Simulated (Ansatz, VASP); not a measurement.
**One calculation of Te, two programs**

Contents of INCAR:

```
PREC = Accurate
ENCUT = 520
EDIFF = 1E-6
ISMEAR = 0
SIGMA = 0.15
LREAL = F
LASPH = T
NELM = 60
ALGO = Normal
ISIF = 2
LWAVE = F
LCHARG = F
GGA = PS
NBANDS = 9
```

The input KPOINTS:

```
regular mesh
0
Gamma
  15 15 15
```

The input POSCAR:

```
Te
1.0
    2.3505917324      1.3571147695      1.7591828525
   -2.3505917324      1.3571147695      1.7591828525
    0.0000000000     -2.7142295389      1.7591828526
Te
1
Direct
    0.5000000000      0.5000000000      0.5000000000
```

Input for Ansatz:

```yaml
crystal:
  lattice:
    - [2.3505917324, 1.3571147695, 1.7591828525]
    - [-2.3505917324, 1.3571147695, 1.7591828525]
    - [0.0, -2.7142295389, 1.7591828526]
  atoms:
    - { symbol: Te, position: [0.5, 0.5, 0.5] }
basis:
  ecutwfc: 420
kpoints:
  mp_grid: { grid: [15, 15, 15] }
hamiltonian:
  xc: pbesol
  pseudopotentials: { kind: paw }
scf:
  occupations: { method: gaussian, width: 0.15 }
output:
  forces: true
  stress: true
  eigenvalues: true
```

Alike in both runs: task single point; functional PBEsol; k mesh 15 × 15 × 15; occupations gaussian, width 0.15 eV; no spin polarisation.

|  | VASP | Ansatz |
| --- | --- | --- |
| version | VASP 6.6.1 | Ansatz 0.2.0 |
| potentials or method | VASP PAW PBE potentials, release 64 (Te), cutoff 520 eV | scalar-relativistic, plane waves, PAW |
| valence electrons in the cell | 6 | 16 |

```tsv
	VASP	Ansatz	Ansatz less VASP
gap on the k mesh at the Fermi level (eV)	none	none	-
pressure (GPa)	-3.9	-3.9	0.00
traceless stress, the component that is largest in VASP (GPa)	0.57	0.58	+0.009
```

VASP's potentials were made for PBE, not for PBEsol. A gap of «none» marks a metal or a gap that the smearing closes. VASP's potentials hold 6 valence electrons a cell and Ansatz's 16, so a difference there can come from the potentials and not from the codes.

Spin-orbit coupling is off throughout.
